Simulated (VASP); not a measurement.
# Y (P6/mmm) in VASP: a series of runs

The runs below take Y through single point, relaxation of shape and atoms at fixed volume, with LDA+U, PBE.

All numbers are computed with VASP 6.6.1; they aren't measurements. Logs are shortened: lines on timing, memory, paths and dates and some standing lists are left out, and cuts for length are marked.

## (1) The cell of the first run

Symmetry: P6/mmm, No. 191, hexagonal system. Conventional cell: a = 5.343 Å, b = 5.343 Å, c = 3.154 Å, α = 90.00°, β = 90.00°, γ = 120.00°. Y (site symmetry 6/mmm) has 14 Y at 3.15 to 3.46 Å within 4.1 Å. Within 4.1 Å of Y (site symmetry -6m2) lie 11 Y at 3.08 to 3.46 Å.

This isn't the form of Y at room conditions, which is hcp.

## (2) Single point, LDA+U

INCAR reads:

```
PREC = Accurate ; ENCUT = 520
EDIFF = 1E-6 ; ISMEAR = -1
SIGMA = 0.08 ; LREAL = F
LASPH = T ; NELM = 150
ALGO = Normal ; ISIF = 2
LWAVE = F ; LCHARG = F
LMAXMIX = 4 ; LDAU = T
LDAUTYPE = 2 ; LDAUL = 2
LDAUU = 5 ; LDAUJ = 0
LDAUPRINT = 1 ; NBANDS = 24
```

KPOINTS reads:

```
regular mesh
0
Gamma
  6 6 9
```

POSCAR reads:

```
Y
1.0
    5.3433339017      0.0000000000      0.0000000000
   -2.6716669509      4.6274628998      0.0000000000
    0.0000000000      0.0000000000      3.1537449613
Y
3
Direct
    0.0000000000      0.0000000000      0.0000000000
    0.3333333333      0.6666666667      0.5000000000
    0.6666666667      0.3333333333      0.5000000000
```

Potentials or basis: VASP PAW LDA potentials, release 64 (Y_sv).

Launch:

```sh
> cat potpaw_LDA.64/Y_sv/POTCAR > POTCAR
> mpirun -np 1 vasp_std > vasp.out
```

OUTCAR:

```text
PREC = Accurate
   ENCUT = 520
   EDIFF = 1E-6
   ISMEAR = -1
   LREAL = F
   LASPH = T
   NELM = 150
   ISIF = 2

 ion  position               nearest neighbor table
   1  0.000  0.000  0.000-   2 3.46   3 3.46   2 3.46   3 3.46   3 3.46   3 3.46   2 3.46   2 3.46
                             3 3.46   3 3.46   2 3.46   2 3.46
   2  0.333  0.667  0.500-   3 3.08   3 3.08   3 3.08   1 3.46   1 3.46   1 3.46   1 3.46   1 3.46
                             1 3.46
   3  0.667  0.333  0.500-   2 3.08   2 3.08   2 3.08   1 3.46   1 3.46   1 3.46   1 3.46   1 3.46
                             1 3.46

  LATTYP: Found a hexagonal cell.
 ALAT       =     5.3433339017
 C/A-ratio  =     0.5902204540

  Lattice vectors:

 A1 = (   5.3433339017,   0.0000000000,   0.0000000000)
 A2 = (  -2.6716669509,   4.6274628998,   0.0000000000)
 A3 = (   0.0000000000,   0.0000000000,   3.1537449613)

Analysis of symmetry for initial positions (statically):
=====================================================================
 Subroutine PRICEL returns:
 Original cell was already a primitive cell.

 Routine SETGRP: Setting up the symmetry group for a
 hexagonal supercell.

 Subroutine GETGRP returns: Found 24 space group operations
 (whereof 24 operations were pure point group operations)
 out of a pool of 24 trial point group operations.

The static configuration has the point symmetry D_6h.

Analysis of symmetry for dynamics (positions and initial velocities):
=====================================================================
 Subroutine PRICEL returns:
 Original cell was already a primitive cell.

 Routine SETGRP: Setting up the symmetry group for a
 hexagonal supercell.

 Subroutine GETGRP returns: Found 24 space group operations
 (whereof 24 operations were pure point group operations)
 out of a pool of 24 trial point group operations.

The dynamic configuration has the point symmetry D_6h.

 Subroutine INISYM returns: Found 24 space group operations
[... 129 lines left out ...]
   LHFCALC =     F    Hartree Fock is set to
   AEXX    =    0.0000 exact exchange contribution
   IVDW    =     0    specifies the selected vdW correction
   LEPSILON=     F    determine dielectric tensor
   LRPA    =     F    only Hartree local field effects (RPA)
 non-spin polarized calculation
  energy-cutoff  :      520.00
  volume of cell :       77.98
 maximum number of plane-waves:      2121
 NGX is ok and might be reduce to    40

atom =   1  type =  1  l = 2

 onsite density matrix

spin component  1
[... 83 lines left out ...]
  o =  0.0523  v = -0.0000 -0.0000  1.0000  0.0000 -0.0000  0.0000  0.0000  0.0000  0.0000  0.0000      0.0000  0.0000  0.0000  0.0000  0.0000  0.0000  0.0000  0.0000  0.0000  0.0000
  o =  0.0523  v =  0.0000  0.0000  0.0000  0.0000  0.0000 -0.0000 -0.0000  1.0000  0.0000 -0.0000      0.0000  0.0000  0.0000  0.0000  0.0000  0.0000  0.0000  0.0000  0.0000  0.0000
  o =  0.1070  v =  0.0000  0.0000  0.0000  0.0000  0.0000 -0.0332 -0.0000 -0.0000  0.0000 -0.9994      0.0000  0.0000  0.0000  0.0000  0.0000  0.0000  0.0000  0.0000  0.0000  0.0000
  o =  0.1070  v = -0.0332 -0.0000 -0.0000  0.0000 -0.9994  0.0000  0.0000  0.0000  0.0000  0.0000      0.0000  0.0000  0.0000  0.0000  0.0000  0.0000  0.0000  0.0000  0.0000  0.0000
  o =  0.1070  v =  0.0000  0.0000  0.0000  0.0000  0.0000  0.9994 -0.0000  0.0000  0.0000 -0.0332      0.0000  0.0000  0.0000  0.0000  0.0000  0.0000  0.0000  0.0000  0.0000  0.0000
  o =  0.1070  v =  0.9994 -0.0000  0.0000  0.0000 -0.0332  0.0000  0.0000  0.0000  0.0000  0.0000      0.0000  0.0000  0.0000  0.0000  0.0000  0.0000  0.0000  0.0000  0.0000  0.0000
  o =  0.1196  v = -0.0000  0.5245  0.0000  0.8514 -0.0000  0.0000  0.0000  0.0000  0.0000  0.0000      0.0000  0.0000  0.0000  0.0000  0.0000  0.0000  0.0000  0.0000  0.0000  0.0000
  o =  0.1196  v =  0.0000  0.0000  0.0000  0.0000  0.0000 -0.0000  0.5245  0.0000  0.8514 -0.0000      0.0000  0.0000  0.0000  0.0000  0.0000  0.0000  0.0000  0.0000  0.0000  0.0000
  o =  0.1196  v =  0.0000  0.0000  0.0000  0.0000  0.0000  0.0000  0.8514  0.0000 -0.5245 -0.0000      0.0000  0.0000  0.0000  0.0000  0.0000  0.0000  0.0000  0.0000  0.0000  0.0000
  o =  0.1196  v =  0.0000  0.8514  0.0000 -0.5245 -0.0000  0.0000  0.0000  0.0000  0.0000  0.0000      0.0000  0.0000  0.0000  0.0000  0.0000  0.0000  0.0000  0.0000  0.0000  0.0000

 number of electron      33.0000001 magnetization

 Free energy of the ion-electron system (eV)
  ---------------------------------------------------
  ext. energy  EPLUGINS =         0.00000000
  ---------------------------------------------------
  free energy    TOTEN  =       -13.15171211 eV

  energy without entropy =      -13.05922893  energy(sigma->0) =      -13.10547052

 E-fermi :   4.9618     XC(G=0): -10.6328

 val. band max:        4.9555632063   @ k =   0.0000   0.0000   0.0000
 cond. band min:       4.9626359771   @ k =   0.0000   0.0000   0.3333
 fundamental gap:      0.0070727707
 Fermi energy:         4.9618267340

 k-point     1 :       0.0000    0.0000    0.0000
  band No.  band energies     occupation
      1     -38.3825      2.00000
      2     -38.1766      2.00000
      3     -37.9645      2.00000
      4     -18.8224      2.00000
      5     -18.8224      2.00000
      6     -18.4064      2.00000
[... 637 lines left out ...]
     23       8.9225      0.00000
     24       9.4190      0.00000

 [... further k-points ...]

------------------------ aborting loop because EDIFF is reached ----------------------------------------

  FORCE on cell =-STRESS in cart. coord.  units (eV):
  Direction    XX          YY          ZZ          XY          YZ          ZX
  --------------------------------------------------------------------------------------
  -------------------------------------------------------------------------------------
  Total       10.8130572     10.8130572     11.7094987     -0.0000000      0.0000000      0.0000000
  in kB      222.1658250    222.1658250    240.5841751     -0.0000000      0.0000000      0.0000000
  external PRESSURE =     228.3052750 kB  Pullay stress =       0.0000000 kB

 VOLUME and BASIS-vectors are now :
 -----------------------------------------------------------------------------
  energy-cutoff  :      520.00
  volume of cell :       77.98
      direct lattice vectors                 reciprocal lattice vectors
     5.343333902  0.000000000  0.000000000     0.187149076  0.108050569  0.000000000
    -2.671666951  4.627462900  0.000000000     0.000000000  0.216101138  0.000000000
     0.000000000  0.000000000  3.153744961     0.000000000  0.000000000  0.317083344

 POSITION                                       TOTAL-FORCE (eV/Angst)
 -----------------------------------------------------------------------------------
      0.00000      0.00000      0.00000         0.000000      0.000000     -0.000000
     -0.00000      3.08498      1.57687        -0.000000      0.000000      0.000000
      2.67167      1.54249      1.57687         0.000000      0.000000     -0.000000
 -----------------------------------------------------------------------------------
    total drift:                                0.000000     -0.000000      0.000000

  FREE ENERGIE OF THE ION-ELECTRON SYSTEM (eV)
  ---------------------------------------------------
  free  energy   TOTEN  =       -13.1517121129 eV

  energy  without entropy=      -13.0592289345  energy(sigma->0) =      -13.10547052
```

stdout:

```text
POSCAR found type information on POSCAR Y
 POSCAR found :  1 types and       3 ions
 scaLAPACK will be used
 LDA part: xc-table for (Slater(with rela. corr.)+CA(PZ))
 , standard interpolation
 POSCAR, INCAR and KPOINTS ok, starting setup
 FFT: planning ... GRIDC
 FFT: planning ... GRID_SOFT
 FFT: planning ... GRID
 WAVECAR not read
 entering main loop
```

It took 35 s on 1 thread of AMD EPYC 9R45 (Zen 5), shared host; peak memory 0.17 GiB.

Results:

```yaml
Free_energy: -13.1517 eV
Pressure: 22.8 GPa
Band_gap_on_the_k_mesh: zero (an odd number of electrons rules out a gap without spin polarisation)
```

Stress tensor (GPa, compression positive):
```
22.22  0.00  0.00
 0.00 22.22  0.00
 0.00  0.00 24.06
```

Eigenvalues of the final occupation matrices:
| site | spin | trace | eigenvalues |
| --- | --- | --- | --- |
| site 1 d | 1 | 0.48 | 0.06 0.07 0.07 0.13 0.13 |
| site 1 d | 2 | 0.48 | 0.06 0.07 0.07 0.13 0.13 |
| site 2 d | 1 | 0.51 | 0.05 0.11 0.11 0.12 0.12 |
| site 2 d | 2 | 0.51 | 0.05 0.11 0.11 0.12 0.12 |
| site 3 d | 1 | 0.51 | 0.05 0.11 0.11 0.12 0.12 |
| site 3 d | 2 | 0.51 | 0.05 0.11 0.11 0.12 0.12 |

Caveat: the cell stands under pressure; U without spin polarisation on a metal has little footing; the U is typed as a test and isn't derived for this compound.

## (3) Relaxation of shape and atoms at fixed volume, PBE

This run uses another cell than the first one, of 22.74 Å³/atom.

INCAR reads:

```
SYSTEM = Y
PREC = Accurate
ENCUT = 600
EDIFF = 1E-7
ISMEAR = -1
SIGMA = 0.08
LREAL = .False.
LASPH = .True.
NELM = 80
ALGO = Normal
ISIF = 4
LWAVE = .False.
LCHARG = .False.
GGA = PE
IBRION = 2
NSW = 50
EDIFFG = -0.005
```

KPOINTS reads:

```
Automatic mesh
0
Gamma
  6 6 9
  0 0 0
```

POSCAR reads:

```
Y
1.0
    5.0147727607      0.0000000000      0.0000000000
   -2.5073863803      4.3429206049      0.0000000000
    0.0000000000      0.0000000000      3.1329735902
Y
3
Direct
    0.0000000000      0.0000000000      0.0000000000
    0.3333333333      0.6666666667      0.5000000000
    0.6666666667      0.3333333333      0.5000000000
```

Potentials or basis: VASP PAW PBE potentials, release 64 (Y_sv).

Launch:

```sh
> cat potpaw_PBE.64/Y_sv/POTCAR > POTCAR
> mpirun -np 1 vasp_std > vasp.out
```

Run time: 1.9 min. Hardware: 1 thread of AMD EPYC 9R45 (Zen 5), shared host; peak memory 0.21 GiB.

Results (log left out):

```yaml
Free_energy: -17.4911 eV
Energy_gained_by_relaxing: 5.1 meV/atom
Ionic_steps: 4
Pressure_after_relaxing: 23.6 GPa
Band_gap_on_the_k_mesh: zero (an odd number of electrons rules out a gap without spin polarisation)
```

The path:
```csv
step,energy change (eV),largest force (eV/Å),pressure (GPa),volume (Å³)
1,0.0000,0.0000,23.94,68.23
2,-0.0130,0.0000,23.75,68.23
3,-0.0152,0.0000,23.65,68.23
4,-0.0152,0.0000,23.64,68.23
```

Final structure:
```
Y
1.0
     5.07275    0.00000    0.00000
    -2.53637    4.39313    0.00000
     0.00000    0.00000    3.06177
Y
3
Direct
  0.00000 0.00000 0.00000
  0.33333 0.66667 0.50000
  0.66667 0.33333 0.50000
```

Levels at points of the mesh, in eV from the Fermi level:
```
           k point  band 14  band 15  band 16  band 17  band 18  band 19  band 20
(0.00, 0.00, 0.00)    -1.79     0.43     0.43     0.46     0.46     0.53     1.82
(0.50, 0.00, 0.00)    -2.38    -2.36     0.13     0.17     0.34     0.82     1.65
```

## (4) Relaxation of shape and atoms at fixed volume, PBE

This run uses another cell than the first one, of the same volume but with other edges.

INCAR reads:

```
ALGO = Normal
EDIFF = 1E-6
EDIFFG = -0.005
ENCUT = 600
GGA = PE
IBRION = 2
ISIF = 4
ISMEAR = -1
LASPH = T
LCHARG = F
LREAL = F
LWAVE = F
NELM = 60
NSW = 50
PREC = Accurate
SIGMA = 0.08
```

KPOINTS reads:

```
k-points
0
Gamma
  6 6 9
```

POSCAR reads:

```
Y
1.0
    5.2430247422      0.0000000000      0.0000000000
   -2.6215123711      4.5405926194      0.0000000000
    0.0000000000      0.0000000000      3.2755737566
Y
3
Direct
    0.0000000000      0.0000000000      0.0000000000
    0.3333333333      0.6666666667      0.5000000000
    0.6666666667      0.3333333333      0.5000000000
```

Launch:

```sh
> cat potpaw_PBE.64/Y_sv/POTCAR > POTCAR
> mpirun -np 1 vasp_std > vasp.out
```

Wall time 1.8 min (1 thread of AMD EPYC 9R45 (Zen 5), shared host); peak memory 0.22 GiB.

The run converged. Its results:

| Property | Result |
| --- | --- |
| Free energy | -18.5508 eV |
| Energy gained by relaxing | 1.7 meV/atom |
| Ionic steps | 4 |
| Pressure after relaxing | 12.0 GPa |
| Band gap on the k mesh | zero (an odd number of electrons rules out a gap without spin polarisation) |

Step by step:
```tsv
step	energy change (eV)	largest force (eV/Å)	pressure (GPa)	volume (Å³)
1	0.0000	0.0000	12.12	77.98
2	-0.0042	0.0000	12.05	77.98
3	-0.0051	0.0000	12.02	77.98
4	-0.0052	0.0000	12.02	77.98
```

Final structure:
```
Y
1.0
     5.27903    0.00000    0.00000
    -2.63952    4.57178    0.00000
     0.00000    0.00000    3.23104
Y
3
Direct
  0.00000 0.00000 0.00000
  0.33333 0.66667 0.50000
  0.66667 0.33333 0.50000
```

Levels at points of the mesh, in eV from the Fermi level:
| k point | band 15 | band 16 | band 17 | band 18 | band 19 | band 20 |
| --- | --- | --- | --- | --- | --- | --- |
| (0.00, 0.00, 0.00) | 0.24 | 0.24 | 0.30 | 0.30 | 0.52 | 1.84 |
| (0.50, 0.00, 0.00) | -2.16 | 0.26 | 0.37 | 0.44 | 0.92 | 1.61 |

## (5) Summary

```tsv
task	level	potentials or basis	U	cell	cutoff (eV)	gap on the mesh (eV)	pressure (GPa)
single point	LDA+U	VASP PAW LDA potentials, release 64 (Y_sv)	Y d U = 5.0 eV	a = 5.343, b = 5.343, c = 3.154 Å, angles 90.0, 90.0, 120.0°, 3 atoms	520	none	22.8
relaxation of shape and atoms at fixed volume	PBE	VASP PAW PBE potentials, release 64 (Y_sv)	-	relaxed from a = 5.015, b = 5.015, c = 3.133 Å, angles 90.0, 90.0, 120.0°, 3 atoms	600	none	23.6
relaxation of shape and atoms at fixed volume	PBE	VASP PAW PBE potentials, release 64 (Y_sv)	-	relaxed from a = 5.243, b = 5.243, c = 3.276 Å, angles 90.0, 90.0, 120.0°, 3 atoms	600	none	12.0
```

Alike in all rows: no spin polarisation; k mesh 6 × 6 × 9; smearing fermi-dirac 0.08 eV.

Caveats: the cell stands under pressure (at least some runs); U without spin polarisation on a metal has little footing (at least some runs); the U is typed as a test and isn't derived for this compound (at least some runs).

Absolute energies hang on the potentials; compare differences alone.

The gap in the log of VASP goes by the Fermi energy; the results here count the filled bands.